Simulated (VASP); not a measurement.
# Re (P6_3/mmc) in VASP: single point with LDA

Aim: the single point of Re with LDA.

Program: VASP 6.6.1. These are calculated values, not measurements. Logs are shortened: lines on timing, memory, paths and dates and some standing lists are left out, and cuts for length are marked.

## (1) The cell of the first run

The structure is hexagonal, space group P6_3/mmc (No. 194). Conventional cell: a = 2.765 Å, b = 2.765 Å, c = 4.474 Å, α = 90.00°, β = 90.00°, γ = 120.00°. Re (site symmetry -6m2) has 12 Re at 2.75 to 2.77 Å within 3.6 Å.

## (2) Single point, LDA

INCAR

```
PREC = Accurate
ENCUT = 520
EDIFF = 1E-7
ISMEAR = 0
SIGMA = 0.15
LREAL = F
LASPH = T
NELM = 80
ALGO = Fast
ISIF = 2
LWAVE = F
LCHARG = F
NBANDS = 14
```

KPOINTS

```
Automatic mesh
0
Gamma
  21 21 12
```

POSCAR

```
Re
1.0
    2.7653363785      0.0000000000      0.0000000000
   -1.3826681893      2.3948515538      0.0000000000
    0.0000000000      0.0000000000      4.4735766300
Re
2
Direct
    0.3333333333      0.6666666667      0.2500000000
    0.6666666667      0.3333333333      0.7500000000
```

Potentials or basis: VASP PAW LDA potentials, release 64 (Re).

Launch:

```console
$ cat potpaw_LDA.64/Re/POTCAR > POTCAR
$ mpirun -np 1 vasp_std > vasp.out
```

OUTCAR:

```text
PREC = Accurate
   ENCUT = 520
   EDIFF = 1E-7
   ISMEAR = 0
   LREAL = F
   LASPH = T
   NELM = 80
   ISIF = 2

 ion  position               nearest neighbor table
   1  0.333  0.667  0.250-   2 2.75   2 2.75   2 2.75   2 2.75   2 2.75   2 2.75
   2  0.667  0.333  0.750-   1 2.75   1 2.75   1 2.75   1 2.75   1 2.75   1 2.75

  LATTYP: Found a hexagonal cell.
 ALAT       =     2.7653363785
 C/A-ratio  =     1.6177332583

  Lattice vectors:

 A1 = (   2.7653363785,   0.0000000000,   0.0000000000)
 A2 = (  -1.3826681893,   2.3948515538,   0.0000000000)
 A3 = (   0.0000000000,   0.0000000000,   4.4735766300)

Analysis of symmetry for initial positions (statically):
=====================================================================
 Subroutine PRICEL returns:
 Original cell was already a primitive cell.

 Routine SETGRP: Setting up the symmetry group for a
 hexagonal supercell.

 Subroutine GETGRP returns: Found 24 space group operations
 (whereof 12 operations were pure point group operations)
 out of a pool of 24 trial point group operations.

The static configuration has the point symmetry D_3d.
 The point group associated with its full space group is D_6h.

Analysis of symmetry for dynamics (positions and initial velocities):
=====================================================================
 Subroutine PRICEL returns:
 Original cell was already a primitive cell.

 Routine SETGRP: Setting up the symmetry group for a
 hexagonal supercell.

 Subroutine GETGRP returns: Found 24 space group operations
 (whereof 12 operations were pure point group operations)
 out of a pool of 24 trial point group operations.

The dynamic configuration has the point symmetry D_3d.
 The point group associated with its full space group is D_6h.

 Subroutine INISYM returns: Found 24 space group operations
 (whereof 12 operations are pure point group operations),
 and found     1 'primitive' translations

----------------------------------------------------------------------------------------

                                     Primitive cell

  volume of cell :      29.6266

  direct lattice vectors                    reciprocal lattice vectors
     2.765336378  0.000000000  0.000000000     0.361619660  0.208781208  0.000000000
    -1.382668189  2.394851554  0.000000000     0.000000000  0.417562416  0.000000000
     0.000000000  0.000000000  4.473576630     0.000000000  0.000000000  0.223534787

  length of vectors
     2.765336378  2.765336379  4.473576630     0.417562416  0.417562416  0.223534787

  position of ions in fractional coordinates (direct lattice)
     0.333333333  0.666666667  0.250000000
     0.666666667  0.333333333  0.750000000

  ion indices of the primitive-cell ions
   primitive index   ion index
                 1           1
                 2           2

----------------------------------------------------------------------------------------

 KPOINTS: Automatic mesh

Automatic generation of k-mesh.
 Grid dimensions read from file:
 generate k-points for:   21   21   12

 Generating k-lattice:

  Cartesian coordinates                     Fractional coordinates (reciprocal lattice)
     0.017219984  0.009941962  0.000000000     0.047619048 -0.000000000  0.000000000
     0.000000000  0.019883925  0.000000000     0.000000000  0.047619048  0.000000000
     0.000000000  0.000000000  0.018627899     0.000000000  0.000000000  0.083333333

  Length of vectors
     0.019883925  0.019883925  0.018627899

  Shift w.r.t. Gamma in fractional coordinates (k-lattice)
     0.000000000  0.000000000  0.000000000

 Subroutine IBZKPT returns following result:
 ===========================================

 Found    336 irreducible k-points:

 Following reciprocal coordinates:
            Coordinates               Weight
  0.000000  0.000000  0.000000      1.000000
  0.047619 -0.000000  0.000000      6.000000
  0.095238 -0.000000  0.000000      6.000000
  0.142857 -0.000000  0.000000      6.000000
  0.190476 -0.000000  0.000000      6.000000
  0.238095 -0.000000  0.000000      6.000000
[... 16 lines left out ...]
  0.142857  0.095238  0.000000     12.000000
  0.190476  0.095238  0.000000     12.000000
 [... further k-points ...]
   k-points           NKPTS =    336   k-points in BZ     NKDIM =    336   number of bands    NBANDS=     14
   number of dos      NEDOS =    301   number of ions     NIONS =      2
   total plane-waves  NPLWV =  20736
   dimension x,y,z NGX =    24 NGY =   24 NGZ =   36
   dimension x,y,z NGXF=    48 NGYF=   48 NGZF=   72
   ions per type =               2
   NGX,Y,Z   is equivalent  to a cutoff of  14.43, 14.43, 13.38 a.u.
   NGXF,Y,Z  is equivalent  to a cutoff of  28.86, 28.86, 26.76 a.u.
 SYSTEM =  unknown system
   PREC   = accura    normal or accurate (medium, high low for compatibility)
   ISTART =      0    job   : 0-new  1-cont  2-samecut
   ICHARG =      2    charge: 1-file 2-atom 10-const
   ISPIN  =      1    spin polarized calculation?
   LNONCOLLINEAR =      F non collinear calculations
   LSORBIT =      F    spin-orbit coupling
   LASPH  =      T    aspherical Exc in radial PAW
   ENCUT  =  520.0 eV  38.22 Ry    6.18 a.u.   5.14  5.14  8.32*2*pi/ulx,y,z
   NELM   =     80;   NELMIN=  2; NELMDL= -5     # of ELM steps
   EDIFF  = 0.1E-06   stopping-criterion for ELM
   LREAL  =      F    real-space projection
   EDIFFG = 0.1E-05   stopping-criterion for IOM
   NSW    =      0    number of steps for IOM
   IBRION =     -1    ionic relax: 0-MD 1-quasi-New 2-CG
   NFREE  =      0    steps in history (QN), initial steepest desc. (CG)
   ISIF   =      2    stress and relaxation
   ISYM   =      2    0-nonsym 1-usesym 2-fastsym
   POTIM  = 0.5000    time-step for ionic-motion
   TEBEG  =    0.0;   TEEND  =   0.0 temperature during run
   PSTRESS=    0.0 pullay stress
   NELECT =      14.0000    total number of electrons
   NUPDOWN=      -1.0000    fix difference up-down
   EMIN   =  10.00;   EMAX   =-10.00  energy-range for DOS
   EFERMI =   0.00;   METHOD = LEGACY
   ISMEAR =     0;   SIGMA  =   0.15  broadening in eV -4-tet -1-fermi 0-gaus
   EFERMI_NEDOS =   21; number of points for ismear=-14 and -15
   IALGO  =     68    algorithm
   IMIX   =      4    mixing-type and parameters
     AMIX     =   0.40;   BMIX     =  1.00
     AMIX_MAG =   1.60;   BMIX_MAG =  1.00
  volume/ion in A,a.u.               =      14.81        99.96
  Fermi-wavevector in a.u.,A,eV,Ry     =   1.275138  2.409661 22.122743  1.625976
  Thomas-Fermi vector in A             =   2.407867
   LORBIT       =      0    0 simple, 1 ext, 2 COOP (PROOUT), +10 PAW based schemes
   GGA     = CA    functional components
   LHFCALC =     F    Hartree Fock is set to
   AEXX    =    0.0000 exact exchange contribution
   IVDW    =     0    specifies the selected vdW correction
   LEPSILON=     F    determine dielectric tensor
   LRPA    =     F    only Hartree local field effects (RPA)
 non-spin polarized calculation
 RMM-DIIS sequential band-by-band and
 Gauss-broadening in eV      SIGMA  =   0.15
  energy-cutoff  :      520.00
  volume of cell :       29.63
 maximum number of plane-waves:       814
 NGX is ok and might be reduce to    24
   NGX = 11   NGY = 11   NGZ = 17

 number of electron      14.0000000 magnetization

 Free energy of the ion-electron system (eV)
  ---------------------------------------------------
  ext. energy  EPLUGINS =         0.00000000
  ---------------------------------------------------
  free energy    TOTEN  =       -27.50761694 eV

  energy without entropy =      -27.48942499  energy(sigma->0) =      -27.49852097

 E-fermi :   7.7604     XC(G=0): -13.8053

 val. band max:        7.7600427325   @ k =   0.4286   0.0476   0.5000
 cond. band min:       7.7606880018   @ k =   0.1905   0.0476   0.3333
 fundamental gap:      0.0006452692
 Fermi energy:         7.7603955443

 k-point     1 :       0.0000    0.0000    0.0000
  band No.  band energies     occupation
      1      -1.9862      2.00000
      2       1.2019      2.00000
      3       6.1553      2.00000
      4       6.1818      2.00000
      5       6.1818      2.00000
      6       7.0034      2.00000
      7       7.0034      2.00000
      8       7.9403      0.08985
      9       7.9403      0.08985
     10       8.4703      0.00000
     11      11.0792      0.00000
     12      11.0792      0.00000
     13      17.6780      0.00000
     14      21.9798      0.00000

 k-point     2 :       0.0476   -0.0000    0.0000
  band No.  band energies     occupation
      1      -1.8931      2.00000
      2       1.2900      2.00000
      3       5.8670      2.00000
      4       6.2666      2.00000
      5       6.4396      2.00000
      6       6.9358      2.00000
      7       7.0837      2.00000
      8       7.7831      0.83077
      9       7.8675      0.31272
     10       8.1719      0.00010
     11      11.1286      0.00000
     12      11.5394      0.00000
     13      17.6737      0.00000
     14      22.1878      0.00000

 k-point     3 :       0.0952   -0.0000    0.0000
  band No.  band energies     occupation
      1      -1.6198      2.00000
      2       1.5427      2.00000
      3       5.5186      2.00000
      4       6.5191      2.00000
      5       6.6540      2.00000
      6       6.8205      2.00000
      7       7.0993      2.00000
      8       7.3221      1.99996
      9       7.6699      1.60658
     10       7.9017      0.18287
     11      11.2575      0.00000
     12      12.5141      0.00000
     13      17.6449      0.00000
     14      22.7766      0.00000
[... 324 lines left out ...]
 k-point    23 :       0.1429    0.0952    0.0000
  band No.  band energies     occupation
      1      -0.3744      2.00000
      2       2.5533      2.00000
      3       4.6010      2.00000
      4       5.1975      2.00000
      5       6.1508      2.00000
      6       6.5801      2.00000
      7       7.4626      1.99500
      8       7.6915      1.48402
      9       7.8363      0.47433
     10       8.6563      0.00000
     11      11.5352      0.00000
     12      15.3455      0.00000
     13      17.3467      0.00000
     14      24.2444      0.00000

 k-point    24 :       0.1905    0.0952    0.0000
  band No.  band energies     occupation
      1       0.2663      2.00000
      2       2.8551      2.00000
      3       4.4310      2.00000
      4       4.5148      2.00000
      5       6.0079      2.00000
      6       6.2893      2.00000
      7       7.4580      1.99564
      8       7.9058      0.17028
      9       8.5707      0.00000
     10       9.3940      0.00000
     11      11.6319      0.00000
     12      16.4882      0.00000
     13      17.1619      0.00000
     14      23.1332      0.00000

 [... further k-points ...]

------------------------ aborting loop because EDIFF is reached ----------------------------------------

  FORCE on cell =-STRESS in cart. coord.  units (eV):
  Direction    XX          YY          ZZ          XY          YZ          ZX
  --------------------------------------------------------------------------------------
  -------------------------------------------------------------------------------------
  Total       -1.9920329     -1.9920329     -2.3087545      0.0000000      0.0000000      0.0000000
  in kB     -107.7272677   -107.7272677   -124.8552734      0.0000000      0.0000000      0.0000000
  external PRESSURE =    -113.4366029 kB  Pullay stress =       0.0000000 kB

 VOLUME and BASIS-vectors are now :
 -----------------------------------------------------------------------------
  energy-cutoff  :      520.00
  volume of cell :       29.63
      direct lattice vectors                 reciprocal lattice vectors
     2.765336378  0.000000000  0.000000000     0.361619660  0.208781208  0.000000000
    -1.382668189  2.394851554  0.000000000     0.000000000  0.417562416  0.000000000
     0.000000000  0.000000000  4.473576630     0.000000000  0.000000000  0.223534787

 POSITION                                       TOTAL-FORCE (eV/Angst)
 -----------------------------------------------------------------------------------
     -0.00000      1.59657      1.11839         0.000000      0.000000      0.000000
      1.38267      0.79828      3.35518        -0.000000     -0.000000      0.000000
 -----------------------------------------------------------------------------------
    total drift:                                0.000000     -0.000000     -0.000000

  FREE ENERGIE OF THE ION-ELECTRON SYSTEM (eV)
  ---------------------------------------------------
  free  energy   TOTEN  =       -27.5076169421 eV

  energy  without entropy=      -27.4894249882  energy(sigma->0) =      -27.49852097
```

Wall time 3.8 min (1 thread of AMD EPYC 7R13 (Zen 3), shared host); peak memory 0.21 GiB.

What came out:

| Quantity | Value |
| --- | --- |
| Free energy | -27.5076 eV |
| Pressure | -11.3 GPa |
| Band gap on the k mesh | zero (band 7 reaches 9.39 eV, above the bottom of band 8 at 6.06 eV) |

Stress tensor (GPa, compression positive):
```
-10.77   0.00   0.00
  0.00 -10.77   0.00
  0.00   0.00 -12.49
```

Levels at points of the mesh, in eV from the Fermi level:
```
           k point  band 5  band 6  band 7  band 8  band 9  band 10
(0.00, 0.00, 0.00)   -1.58   -0.76   -0.76    0.18    0.18     0.71
(0.00, 0.00, 0.50)   -1.70   -1.70   -1.70   -1.70    2.50     2.50
```

Caveat: spin-orbit coupling is left out, which moves the levels of the heavy elements.
